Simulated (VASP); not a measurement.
Here is a VASP 6.6.1 calculation.

Contents of INCAR:

```
  PREC = Accurate
  ENCUT = 500
  EDIFF = 1E-6
  ISMEAR = -1
  SIGMA = 0.05
  LREAL = False
  LASPH = True
  NELM = 120
  ALGO = Normal
  ISIF = 2
  LWAVE = False
  LCHARG = False
  GGA = PS
  NBANDS = 16
  GGA_COMPAT = False
```

The input KPOINTS:

```
regular mesh
0
Gamma
  7 7 7
```

Contents of POSCAR:

```
TlS
1.0
    3.4970744242      0.0000000000      0.0000000000
    0.0000000000      3.4970744242      0.0000000000
    0.0000000000      0.0000000000      3.4970744242
Tl S
1 1
Direct
    0.5000000000      0.5000000000      0.5000000000
    0.0000000000      0.0000000000      0.0000000000
```

Potentials or basis: VASP PAW PBE potentials, release 64 (Tl_d, S).

The run is started by

```sh
$ cat potpaw_PBE.64/Tl_d/POTCAR potpaw_PBE.64/S/POTCAR > POTCAR
$ mpirun -np 1 vasp_std > vasp.out
```

Q: Estimate the pressure.

A: 0.7 GPa.

Caveat: the PAW data sets were made with another functional, which shifts forces and pressure a little.
